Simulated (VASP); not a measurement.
Set up this calculation in VASP 6.6.1, as the native input.

```
Task                   : single point
Functional             : PBE
Potentials or basis    : VASP PAW PBE potentials, release 64 (Al, Ga_d, P)
Cutoff                 : 520 eV
k mesh                 : 4 × 4 × 1
Occupations            : gaussian, width 0.1 eV
Spin                   : no spin polarisation
Dipole correction      : no
Further INCAR settings : ALGO = Normal; EDIFF = 1e-07; NBANDS = 41
```

The structure of Al5GaP6 lies in POSCAR:

```
Al5GaP6
1.0
    3.9110175329     -0.0002147710     -0.0003006849
   -0.0002179892      3.9122446715     -0.0005443055
   -0.0021859861     -0.0011316660     16.3992240546
Al Ga P
5 1 6
Direct
    0.5001121588      0.5002417129      0.8333166783
    0.0000874516      0.0001834736      0.6667316741
    0.4999108011      0.4999543964      0.4999840238
   -0.0001590928     -0.0002561319      0.3332460828
    0.4999283904      0.4998413431      0.1666752288
   -0.0000085814      0.0001754585     -0.0000015481
    0.5001463959      0.0001908771      0.7500617994
   -0.0000177670      0.5000996018      0.5833620935
    0.4998905240     -0.0001309665      0.4166359108
   -0.0000403166      0.4997067132      0.2499531165
    0.5000079328     -0.0001543684      0.0838428655
    0.0001421031      0.5001478901      0.9161920745
```

One way to write it, as run:

INCAR

```
PREC = Accurate ; ENCUT = 520
EDIFF = 1E-7 ; ISMEAR = 0
SIGMA = 0.1 ; LREAL = F
LASPH = T ; NELM = 100
ALGO = Normal ; ISIF = 2
LWAVE = F ; LCHARG = T
GGA = PE ; LELF = T
LVHAR = T ; NBANDS = 41
```

KPOINTS

```
Automatic mesh
0
Gamma
  4 4 1
```

Potentials or basis: VASP PAW PBE potentials, release 64 (Al, Ga_d, P).

Launch:

```console
$ cat potpaw_PBE.64/Al/POTCAR potpaw_PBE.64/Ga_d/POTCAR potpaw_PBE.64/P/POTCAR > POTCAR
$ mpirun -np 1 vasp_std > vasp.out
```

Results of the run:

- Pressure: -0.1 GPa
- Largest force: 0.008 eV/Å
- Band gap on the k mesh: 1.56 eV, direct

It took 110 s on 1 thread of AMD EPYC 7R43 64-Core Processor (Zen 3), on a shared host, peak memory 0.32 GiB.
